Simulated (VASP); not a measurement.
# SnSe: single point with LDA

SnSe:

```
Sn Se
1.0
     5.89330    0.00000    0.00000
     0.00000   -5.89330    0.00000
     0.00000    0.00000   -5.89330
Sn Se
4 4
Direct
  0.00000 0.00000 0.00000
  0.50000 0.50000 0.00000
  0.50000 0.00000 0.50000
  0.00000 0.50000 0.50000
  0.50000 0.00000 0.01697
  0.00000 0.50000 0.00000
  0.00000 0.00000 0.50000
  0.50000 0.50000 0.50000
```

This cell differs from its parent crystal: atom 5 (Se) moved -0.100 Å along Cartesian [0 0 1].

* Program: VASP 6.6.1
* Task: single point
* Functional: LDA
* Potentials or basis: VASP PAW LDA potentials, release 64 (Sn_d, Se)
* Cutoff: 520 eV
* k mesh: 6 × 6 × 6
* Occupations: gaussian, width 0.05 eV
* Spin: no spin polarisation

```yaml
Pressure: 0.2 GPa
Largest_force: 0.153 eV/Å
Band_gap_on_the_k_mesh: 0.22 eV
```

Forces on the atoms (eV/Å):
```
Sn   0.000  0.000 -0.011
Sn   0.000  0.000 -0.011
Sn   0.000  0.000 -0.046
Sn   0.000  0.000  0.011
Se   0.000  0.000  0.153
Se   0.000  0.000 -0.008
Se   0.000  0.000 -0.044
Se   0.000  0.000 -0.044
```

Stress tensor (GPa, compression positive):
```
0.17 0.00 0.00
0.00 0.17 0.00
0.00 0.00 0.30
```

Levels at points of the mesh, in eV from the valence-band top:
| k point | band 38 | band 39 | band 40 | band 41 | band 42 | band 43 |
| --- | --- | --- | --- | --- | --- | --- |
| (0.00, 0.00, 0.00) | -2.39 | -2.39 | -2.39 | 2.72 | 2.72 | 2.73 |
| (0.50, 0.00, 0.00) | -1.82 | -0.83 | -0.82 | 1.42 | 1.43 | 2.18 |
| (0.00, 0.00, 0.50) | -1.73 | -0.82 | -0.81 | 1.40 | 1.42 | 2.06 |
| (0.50, 0.50, 0.00) | -0.67 | -0.66 | -0.65 | 1.22 | 1.22 | 1.22 |
| (0.00, 0.50, 0.50) | -0.71 | -0.60 | -0.59 | 1.12 | 1.12 | 1.27 |
| (0.50, 0.50, 0.50) | -0.18 | -0.18 | -0.18 | 0.71 | 0.72 | 0.72 |

Wall time 9.3 min on 1 thread of Intel Xeon 8259CL, on a shared host, peak memory 0.45 GiB.

Caveat: the cell differs from its parent crystal (atom 5 (Se) moved -0.100 Å along Cartesian [0 0 1]); spin-orbit coupling is left out, which moves the levels of the heavy elements. A k mesh can miss the band edges.
